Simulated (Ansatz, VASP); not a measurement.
# Two plane-wave programs on BeS

INCAR

```
SYSTEM = BeS
PREC = Accurate
ENCUT = 520
EDIFF = 1E-6
ISMEAR = 0
SIGMA = 0.01
LREAL = .FALSE.
LASPH = .TRUE.
NELM = 80
ALGO = Normal
ISIF = 2
LWAVE = .FALSE.
LCHARG = .FALSE.
GGA = PE
NBANDS = 11
```

File KPOINTS:

```
regular mesh
0
G
  8 8 8
  0 0 0
```

POSCAR

```
BeS
1.0
    0.0000000000      2.4250000000      2.4250000000
    2.4250000000      0.0000000000      2.4250000000
    2.4250000000      2.4250000000      0.0000000000
Be S
1 1
Direct
    0.0000000000      0.0000000000      0.0000000000
    0.2500000000      0.2500000000      0.2500000000
```

Input for Ansatz:

```yaml
crystal:
  lattice:
    - [0.0, 2.425, 2.425]
    - [2.425, 0.0, 2.425]
    - [2.425, 2.425, 0.0]
  atoms:
    - { symbol: Be, position: [0.0, 0.0, 0.0] }
    - { symbol: S, position: [0.25, 0.25, 0.25] }
kpoints:
  mp_grid:
    grid: [8, 8, 8]
scf:
  occupations:
    method: fixed
output:
  polarization: {}
```

Alike in both runs: task single point; functional PBE; k mesh 8 × 8 × 8; no spin polarisation.

|  | VASP | Ansatz |
| --- | --- | --- |
| version | VASP 6.6.1 | Ansatz 0.2.0 |
| potentials or method | VASP PAW PBE potentials, release 64 (Be, S) | plane waves, PAW |
| plane-wave cutoff (eV) | 520 | 420 |
| occupations | gaussian, width 0.01 eV | fixed |
| valence electrons in the cell | 8 | 8 |

```csv
,VASP,Ansatz,Ansatz less VASP
gap on the k mesh at the Fermi level (eV),3.11,3.11,-0.001
```
